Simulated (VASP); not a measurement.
## Si62N (a cell with a defect): single point with PBEsol

System: Si62N (a cell with a defect).

```
CELL_PARAMETERS angstrom
10.86558 0.00000 0.00000
0.00000 10.86558 0.00000
0.00000 0.00000 10.86558
ATOMIC_POSITIONS crystal
Si 0.00089 0.00081 0.00062
Si 0.00187 0.00185 0.49877
Si 0.00192 0.49900 0.00167
Si 0.00122 0.50002 0.49983
Si 0.49904 0.00183 0.00163
Si 0.50006 0.00117 0.49981
Si 0.50008 0.50004 0.00093
Si 0.12515 0.12515 0.12485
Si 0.12746 0.12740 0.62503
Si 0.12748 0.62533 0.12720
Si 0.12591 0.62583 0.62556
Si 0.62532 0.12741 0.12719
Si 0.62584 0.12586 0.62556
Si 0.62587 0.62582 0.12559
Si 0.24888 0.24887 0.99578
Si 0.25085 0.25081 0.49591
Si 0.25379 0.74990 0.99916
Si 0.26008 0.73809 0.49972
Si 0.75000 0.25366 0.99922
Si 0.73806 0.26004 0.49971
Si 0.75237 0.75238 0.00443
Si 0.75283 0.75286 0.50950
Si 0.37284 0.37282 0.12202
Si 0.38865 0.38864 0.59296
Si 0.37799 0.86947 0.12955
Si 0.38032 0.87019 0.62295
Si 0.86947 0.37799 0.12954
Si 0.87027 0.38021 0.62291
Si 0.87713 0.87706 0.12879
Si 0.87853 0.87851 0.63018
Si 0.24886 0.99608 0.24862
Si 0.25376 0.99943 0.74969
Si 0.25087 0.49614 0.25056
Si 0.26008 0.49998 0.73782
Si 0.74996 0.99941 0.25346
Si 0.75239 0.00471 0.75211
Si 0.73812 0.50004 0.25980
Si 0.75310 0.50940 0.75282
Si 0.37284 0.12228 0.37257
Si 0.37804 0.12977 0.86924
Si 0.38868 0.59322 0.38836
Si 0.38041 0.62318 0.86989
Si 0.86948 0.12978 0.37773
Si 0.87715 0.12899 0.87685
Si 0.87020 0.62319 0.38015
Si 0.87860 0.63042 0.87831
Si 0.99608 0.24885 0.24861
Si 0.99950 0.25369 0.74971
Si 0.99943 0.74991 0.25352
Si 0.00473 0.75236 0.75209
Si 0.49617 0.25081 0.25056
Si 0.49997 0.26003 0.73781
Si 0.50005 0.73808 0.25979
Si 0.50977 0.75288 0.75255
Si 0.12232 0.37282 0.37257
Si 0.12982 0.37801 0.86922
Si 0.12981 0.86946 0.37773
Si 0.12907 0.87707 0.87684
Si 0.59325 0.38864 0.38832
Si 0.62319 0.38023 0.87000
Si 0.62323 0.87021 0.38008
Si 0.63044 0.87853 0.87826
N 0.47022 0.47017 0.46989
```

```yaml
Program: VASP 6.6.1
Task: single point
Functional: PBEsol
Potentials_or_basis: VASP PAW PBE potentials, release 64 (Si, N)
Cutoff: 520 eV
k_mesh: 1 × 1 × 1, shifted
Occupations: fermi-dirac, width 0.05 eV
Spin: collinear spin
Dipole_correction: no
Charge: 1
Further_INCAR_settings: LREAL = Auto; ALGO = Normal; EDIFF = 1e-06; NBANDS = 168; ISYM = -1; NELECT = 252.0
```

```
Largest force                                         : 0.029 eV/Å
Net moment                                            : 0.00 μB per cell
Valence electrons inside the program's atomic spheres : Si 1.68, 1.66, 1.69, 1.67, 1.62, 1.60 (each value once); N 3.75
```

Forces on the atoms (eV/Å):
```
Si  -0.006 -0.007 -0.009
Si  -0.002 -0.002 -0.003
Si  -0.002  0.000 -0.002
Si   0.000  0.000 -0.002
Si  -0.002 -0.002 -0.002
Si  -0.002  0.000 -0.002
Si   0.001  0.000  0.004
Si   0.002  0.003  0.008
Si   0.003  0.004  0.006
Si   0.002  0.002  0.005
Si  -0.006  0.000  0.003
Si   0.005  0.002  0.004
Si  -0.001 -0.004  0.002
Si  -0.001  0.002 -0.004
Si   0.002  0.000 -0.004
Si   0.003  0.003 -0.004
Si   0.004 -0.011 -0.006
Si   0.009 -0.003  0.002
Si  -0.013  0.005 -0.006
Si   0.001  0.006  0.002
Si   0.000 -0.004  0.002
Si  -0.001  0.000 -0.006
Si   0.005  0.003  0.007
Si  -0.008 -0.010 -0.008
Si   0.004 -0.004  0.002
Si   0.001  0.003  0.006
Si  -0.001  0.002  0.004
Si   0.002  0.000  0.006
Si   0.000  0.000  0.000
Si  -0.005 -0.005 -0.001
Si   0.001 -0.004 -0.001
Si   0.004 -0.004 -0.011
Si   0.002 -0.001  0.003
Si   0.009  0.005  0.000
Si  -0.011 -0.003  0.005
Si  -0.003  0.001 -0.003
Si   0.000 -0.001  0.008
Si  -0.002 -0.003 -0.001
Si   0.005  0.007  0.004
Si   0.001  0.002 -0.003
Si  -0.010 -0.003 -0.009
Si  -0.002  0.007  0.002
Si  -0.002  0.001  0.001
Si   0.000  0.000  0.002
Si   0.002  0.006 -0.001
Si  -0.005  0.000 -0.006
Si  -0.003  0.002  0.001
Si  -0.003  0.005 -0.013
Si  -0.004 -0.012  0.002
Si   0.002 -0.003 -0.001
Si  -0.001  0.004  0.002
Si   0.006  0.008  0.001
Si   0.000 -0.001  0.008
Si  -0.008 -0.002 -0.001
Si   0.007  0.004  0.002
Si   0.001  0.002 -0.003
Si   0.000  0.000  0.003
Si  -0.001  0.000  0.001
Si  -0.006 -0.010 -0.007
Si   0.006 -0.004  0.000
Si   0.006  0.000 -0.001
Si   0.000 -0.004 -0.007
N    0.014  0.015  0.020
```

Levels at points of the mesh, in eV from the Fermi level:
Spin up:
```
           k point  band 124  band 125  band 126  band 127  band 128  band 129
(0.25, 0.25, 0.25)     -0.66     -0.49     -0.49      0.49      0.49      0.68
```
Spin down:
```tsv
k point	band 122	band 123	band 124	band 125	band 126	band 127	band 128	band 129	band 130	band 131
(0.25, 0.25, 0.25)	-0.97	-0.97	-0.66	-0.49	-0.49	0.49	0.49	0.68	0.82	0.82
```

Wall time 12 min on 1 thread of Intel(R) Xeon(R) 6975P-C (Granite Rapids), on a shared host, peak memory 1.5 GiB.

Caveat: the cell carries a net charge on a neutralising background, which shifts energy and pressure; the cell is charged against a uniform background, so pressure and absolute levels hang on convention; the PAW data sets were made with another functional, which shifts forces and pressure a little.
